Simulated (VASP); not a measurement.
Set up this calculation in VASP 6.6.1, as the native input.

| Quantity | Value |
| --- | --- |
| Task | single point |
| Functional | PBE |
| Potentials or basis | VASP PAW PBE potentials, release 64 (Pb_d, Si) |
| Cutoff | 520 eV |
| k mesh | 13 × 13 × 13 |
| Occupations | fermi-dirac, width 0.05 eV |
| Spin | no spin polarisation |
| Dipole correction | no |
| Further INCAR settings | ALGO = Normal; EDIFF = 1e-07; NBANDS = 16 |

The structure of SiPb (rocksalt type) lies in POSCAR:

```
SiPb
1.0
    0.0000000000      2.9111025484      2.9111025484
    2.9111025484      0.0000000000      2.9111025484
    2.9111025484      2.9111025484      0.0000000000
Pb Si
1 1
Direct
    0.0000000000      0.0000000000      0.0000000000
    0.5000000000      0.5000000000      0.5000000000
```

The input as run:

INCAR

```
ALGO = Normal
EDIFF = 1E-7
ENCUT = 520
GGA = PE
ISIF = 2
ISMEAR = -1
LASPH = True
LCHARG = True
LELF = True
LREAL = False
LVHAR = True
LWAVE = False
NBANDS = 16
NELM = 60
PREC = Accurate
SIGMA = 0.05
```

KPOINTS

```
k-points
0
Gamma
  13 13 13
```

Potentials or basis: VASP PAW PBE potentials, release 64 (Pb_d, Si).

Launch:

```bash
$ cat potpaw_PBE.64/Pb_d/POTCAR potpaw_PBE.64/Si/POTCAR > POTCAR
$ mpirun -np 1 vasp_std > vasp.out
```

It gave:

| Quantity | Value |
| --- | --- |
| Pressure | 1.0 GPa |
| Band gap on the k mesh | zero (bands 9 and 10 overlap by 3.45 eV) |

Caveat: spin-orbit coupling is left out, which moves the levels of the heavy elements.

Wall time 22 s on 1 thread of Intel(R) Xeon(R) 6975P-C (Granite Rapids) (shared host), peak memory 0.21 GiB.
